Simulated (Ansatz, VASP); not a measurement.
# SnO2 in VASP and in Ansatz

File POSCAR:

```
SnO2
1.0
    4.7605737245      0.0000000000      0.0000000000
    0.0000000000      4.7605737245      0.0000000000
    0.0000000000      0.0000000000      3.2640818765
Sn O
2 4
Direct
    0.0000000000      0.0000000000      0.0000000000
    0.5000000000      0.5000000000      0.5000000000
    0.3066422152      0.3066422152      0.0000000000
    0.1933577848      0.8066422152      0.5000000000
    0.8066422152      0.1933577848      0.5000000000
    0.6933577848      0.6933577848      0.0000000000
```

The input INCAR.step1:

```
PREC = Accurate
ENCUT = 520
ISMEAR = 0
SIGMA = 0.01
LREAL = False
LASPH = True
NELM = 100
NBANDS = 35
GGA = PE
ALGO = Normal
EDIFF = 1E-4
LWAVE = True
LCHARG = False
```

Contents of INCAR.step2:

```
PREC = Accurate
ENCUT = 520
EDIFF = 1E-6
ISMEAR = 0
SIGMA = 0.01
LREAL = False
LASPH = True
NELM = 100
ALGO = Normal
ISIF = 2
LWAVE = False
LCHARG = False
METAGGA = R2SCAN
LMIXTAU = True
NBANDS = 35
ISTART = 1
```

KPOINTS

```
regular mesh
0
Gamma
  6 6 8
```

Input for Ansatz:

```yaml
crystal:
  lattice:
    - [4.7605737245, 0.0, 0.0]
    - [0.0, 4.7605737245, 0.0]
    - [0.0, 0.0, 3.2640818765]
  atoms:
    - { symbol: Sn, position: [0.0, 0.0, 0.0] }
    - { symbol: Sn, position: [0.5, 0.5, 0.5] }
    - { symbol: O, position: [0.3066422152, 0.3066422152, 0.0] }
    - { symbol: O, position: [0.1933577848, 0.8066422152, 0.5] }
    - { symbol: O, position: [0.8066422152, 0.1933577848, 0.5] }
    - { symbol: O, position: [0.6933577848, 0.6933577848, 0.0] }
kpoints:
  mp_grid: { grid: [6, 6, 8] }
  band_path:
    path:
      - [0.0, 0.0, 0.0]
      - [0.0, 0.5, 0.0]
      - [0.5, 0.5, 0.0]
      - [0.0, 0.0, 0.5]
      - [0.0, 0.5, 0.5]
      - [0.5, 0.5, 0.5]
    npoints: 1
hamiltonian:
  xc: r2scan
scf:
  occupations: { method: fixed }
  n_extra_bands: 5
output:
  forces: true
  stress: true
  eigenvalues: true
```

Change from the starting cell: uniaxial_z strain +2.0%.

Alike in both runs: task single point; functional r2SCAN; k mesh 6 × 6 × 8; no spin polarisation.

|  | VASP | Ansatz |
| --- | --- | --- |
| version | VASP 6.6.1 | Ansatz 0.2.0 |
| potentials or method | VASP PAW PBE potentials, release 64 (Sn_d, O) | plane waves, PAW |
| plane-wave cutoff (eV) | 520 | 500 |
| occupations | gaussian, width 0.01 eV | fixed |
| valence electrons in the cell | 52 | 52 |

```csv
,VASP,Ansatz,Ansatz less VASP
gap on the k mesh at the Fermi level (eV),1.51,1.48,-0.024
pressure (GPa),-3.7,-4.7,-0.99
"traceless stress, the component that is largest in VASP (GPa)",-3.23,-3.49,-0.259
rms of the force components (eV/Å),0.009,0.000,-0.0083
```

VASP's potentials were made for PBE, not for r2SCAN. Atom by atom the forces differ by 0.008 eV/Å (rms over components).
